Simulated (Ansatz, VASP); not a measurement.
**Sn2Se: VASP beside Ansatz**

```
Sn Se
1.0
     0.00000    3.58545    3.58545
     3.58545    0.00000    3.58545
     3.58545    3.58545    0.00000
Sn Se
2 1
Cartesian
  1.7927 1.7927 1.7927
  5.3782 5.3782 5.3782
  3.5854 3.5854 3.5854
```

Alike in both runs: functional PBE; k mesh 4 × 4 × 4; occupations gaussian, width 0.1 eV; no spin polarisation.

Ansatz relaxed the structure, and its values are those at the end. VASP's run is a single point on that final structure, the one shown.

|  | VASP | Ansatz |
| --- | --- | --- |
| version | VASP 6.6.1 | Ansatz 0.2.0 |
| potentials or method | VASP PAW PBE potentials, release 64 (Sn_d, Se), cutoff 520 eV | scalar-relativistic, plane waves, PAW |
| valence electrons in the cell | 34 | 44 |

```tsv
	VASP	Ansatz	Ansatz less VASP
gap on the k mesh at the Fermi level (eV)	none	none	-
pressure (GPa)	0.0	0.0	+0.02
```

A gap of «none» marks a metal or a gap that the smearing closes. VASP's potentials hold 34 valence electrons a cell and Ansatz's 44, so a difference there can come from the potentials and not from the codes.

The k mesh is coarse, so the values compare programs but aren't converged.
